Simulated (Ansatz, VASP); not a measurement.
**One calculation of HfB3N, two programs**

```
Hf B N
1.0
     2.35909    1.36202    2.49064
    -2.35909    1.36202    2.49064
     0.00000   -2.72404    2.49064
Hf B N
1 3 1
Cartesian
  0.0000 0.0000 0.0000
  0.0000 1.3620 2.4906
  -1.1795 -0.6810 2.4906
  1.1795 -0.6810 2.4906
  0.0000 0.0000 3.7360
```

Alike in both runs: functional PBE; k mesh 4 × 4 × 4; occupations gaussian, width 0.2 eV; no spin polarisation.

Ansatz relaxed the structure, and its values are those at the end. VASP's run is a single point on that final structure, the one shown.

|  | VASP | Ansatz |
| --- | --- | --- |
| version | VASP 6.6.1 | Ansatz 0.2.0 |
| potentials or method | VASP PAW PBE potentials, release 64 (Hf_pv, B, N), cutoff 600 eV | scalar-relativistic, plane waves, PAW |
| valence electrons in the cell | 24 | 40 |

```csv
,VASP,Ansatz,Ansatz less VASP
gap on the k mesh at the Fermi level (eV),none,none,-
pressure (GPa),-0.3,-0.1,+0.18
```

A gap of «none» marks a metal or a gap that the smearing closes. VASP's potentials hold 24 valence electrons a cell and Ansatz's 40, so a difference there can come from the potentials and not from the codes.

The k mesh is coarse, so the values compare programs but aren't converged. Neither program's run includes spin-orbit coupling.
